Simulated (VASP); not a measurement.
Wanted: the native input for a VASP 6.6.1 run.

- Task: single point
- Functional: PBE-based screened hybrid with 25 % exact exchange
- Potentials or basis: VASP PAW PBE potentials, release 64 (Ag, B)
- Cutoff: 520 eV
- k mesh: 5 × 5 × 4
- Occupations: fermi-dirac, width 0.05 eV
- Spin: no spin polarisation
- Dipole correction: no
- Grid for exact exchange (PRECFOCK): Normal
- Share of exact exchange: 0.25
- Further INCAR settings: ALGO = Normal; EDIFF = 1e-07; NBANDS = 16
- Screening parameter: 0.3 1/Å

The system is AgB2.

```
Ag B
1.0
     3.00000    0.00000    0.00000
    -1.50000    2.59808    0.00000
     0.00000    0.00000    3.24000
Ag B
1 2
Cartesian
  0.0000 0.0000 0.0000
  1.5000 0.8660 1.6200
  0.0000 1.7321 1.6200
```

One way to write it, as run:

POSCAR

```
AgB2
1.0
    3.0000000000      0.0000000000      0.0000000000
   -1.5000000000      2.5980762114      0.0000000000
    0.0000000000      0.0000000000      3.2400000000
Ag B
1 2
Direct
    0.0000000000      0.0000000000      0.0000000000
    0.6666666667      0.3333333333      0.5000000000
    0.3333333333      0.6666666667      0.5000000000
```

INCAR.step1

```
PREC = Accurate ; ENCUT = 520
EDIFF = 1E-5 ; ISMEAR = -1
SIGMA = 0.05 ; LREAL = False
LASPH = True ; NELM = 80
ALGO = Normal ; ISIF = 2
LWAVE = True ; LCHARG = False
GGA = PE ; NBANDS = 16
```

INCAR.step2

```
PREC = Accurate ; ENCUT = 520
EDIFF = 1E-7 ; ISMEAR = -1
SIGMA = 0.05 ; LREAL = False
LASPH = True ; NELM = 80
ALGO = Normal ; ISIF = 2
LWAVE = False ; LCHARG = False
GGA = PE ; LHFCALC = True
AEXX = 0.25 ; HFSCREEN = 0.3
PRECFOCK = Normal ; ISTART = 1
NBANDS = 16
```

KPOINTS

```
Automatic mesh
0
Gamma
  5 5 4
```

Potentials or basis: VASP PAW PBE potentials, release 64 (Ag, B).

The run is started by

```console
$ cat potpaw_PBE.64/Ag/POTCAR potpaw_PBE.64/B/POTCAR > POTCAR
$ cp INCAR.step1 INCAR
$ mpirun -np 1 vasp_std > vasp.out
$ cp INCAR.step2 INCAR
$ mpirun -np 1 vasp_std > vasp.out
```

Results of the run:

```
Pressure               : 52.2 GPa
Band gap on the k mesh : zero (an odd number of electrons rules out a gap without spin polarisation)
```

Caveat: the k points lie up to 0.48 Å⁻¹ apart, too coarse for converged energies and pressures of a metal; the PAW data sets were made with another functional, which shifts forces and pressure a little.

It took 13 min on 1 thread of Intel(R) Xeon(R) Platinum 8375C CPU @ 2.90GHz (Ice Lake) (shared host), peak memory 0.25 GiB.
